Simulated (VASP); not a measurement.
Here is a VASP 6.6.1 calculation.

File INCAR:

```
ALGO = Normal
EDIFF = 1E-6
EDIFFG = -0.01
ENCUT = 600
GGA = PE
IBRION = 2
ISIF = 3
ISMEAR = 0
LASPH = True
LCHARG = False
LREAL = False
LWAVE = False
NELM = 60
NSW = 100
PREC = Accurate
SIGMA = 0.1
```

Contents of KPOINTS:

```
k-points
0
Gamma
  14 14 6
```

File POSCAR:

```
Be3ReH
1.0
    2.6149580529      0.0000000000      0.0000000000
    0.0000000000      2.6149580529      0.0000000000
    0.0000000000      0.0000000000      7.3493774558
Be Re H
3 1 1
Direct
    0.0000000000      0.0000000000      0.5000000000
    0.5000000000      0.5000000000      0.6669504067
    0.5000000000      0.5000000000      0.3330495933
    0.5000000000      0.5000000000      0.0000000000
    0.0000000000      0.0000000000      0.0000000000
```

Potentials or basis: VASP PAW PBE potentials, release 64 (Be, Re, H).

Launch:

```bash
$ cat potpaw_PBE.64/Be/POTCAR potpaw_PBE.64/Re/POTCAR potpaw_PBE.64/H/POTCAR > POTCAR
$ mpirun -np 1 vasp_std > vasp.out
```

Problem. Predict the relaxed volume.

Solution. 10.28 Å³/atom.

Problem. Estimate the space group after relaxing (to 0.1 Å).

Solution. P4/mmm (No. 123).

Problem. Predict the relaxed cell.

Solution. a = 2.594 Å, b = 2.594 Å, c = 7.644 Å, α = 90.00°, β = 90.00°, γ = 90.00°.

Stress tensor (GPa, compression positive):
```
 0.06  0.00  0.00
 0.00  0.06  0.00
 0.00  0.00 -0.12
```
